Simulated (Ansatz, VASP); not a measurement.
## One calculation of GaN, two programs

```
Ga N
1.0
     2.99665    0.00000    0.00000
    -1.49833    2.59518    0.00000
     0.00000    0.00000    2.67708
Ga N
1 1
Direct
  0.00000 0.00000 0.50000
  0.66667 0.33333 0.00000
```

Change from the starting cell: species swapped into the AgPd type (P-6m2, No. 187).

Alike in both runs: functional PBE; k mesh 6 × 6 × 6; occupations gaussian, width 0.1 eV; no spin polarisation.

Ansatz relaxed the structure, and its values are those at the end. VASP's run is a single point on that final structure, the one shown.

|  | VASP | Ansatz |
| --- | --- | --- |
| version | VASP 6.6.1 | Ansatz 0.2.0 |
| potentials or method | VASP PAW PBE potentials, release 64 (Ga_d, N), cutoff 520 eV | scalar-relativistic, plane waves, PAW |
| valence electrons in the cell | 18 | 18 |

Ansatz gave:

| Quantity | Value |
| --- | --- |
| gap on the k mesh at the Fermi level (eV) | none |
| pressure (GPa) | -0.2 |

Task: What did VASP give for the same quantities?

Result: gap on the k mesh at the Fermi level (eV): none; pressure (GPa): 0.4.

A gap of «none» marks a metal or a gap that the smearing closes. With one functional, cell and mesh, what is left measures potentials, basis and numerics.

The k mesh is coarse, so the values compare programs but aren't converged.
